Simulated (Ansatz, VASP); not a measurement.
One calculation of Ir, two programs

```xyz
1
Lattice="0.0000 1.9197 1.9485 1.9197 0.0000 1.9485 1.9197 1.9197 0.0000" Properties=species:S:1:pos:R:3 pbc="T T T"
Ir    0.0000    0.0000    0.0000
```

Change from the starting cell: strain +0.0150 x Voigt [0, 0, 1, 0, 0, 0], atoms carried along.

Alike in both runs: task single point; functional LDA; k mesh 8 × 8 × 8; occupations gaussian, width 0.15 eV; no spin polarisation.

|  | VASP | Ansatz |
| --- | --- | --- |
| version | VASP 6.6.1 | Ansatz 0.2.0 |
| potentials or method | VASP PAW LDA potentials, release 64 (Ir), cutoff 520 eV | scalar-relativistic, plane waves, PAW |
| valence electrons in the cell | 9 | 17 |

VASP gave:

* gap on the k mesh at the Fermi level (eV): none
* pressure (GPa): -10.0
* traceless stress, the component that is largest in VASP (GPa): -3.43

What did Ansatz give for the same quantities?

gap on the k mesh at the Fermi level (eV): none; pressure (GPa): -12.2; traceless stress, the component that is largest in VASP (GPa): -3.46.

LDA's correlation is that of Perdew and Zunger in VASP and of Perdew and Wang (1992) in Ansatz. A gap of «none» marks a metal or a gap that the smearing closes. VASP's potentials hold 9 valence electrons a cell and Ansatz's 17, so a difference there can come from the potentials and not from the codes.

Neither program's run includes spin-orbit coupling.
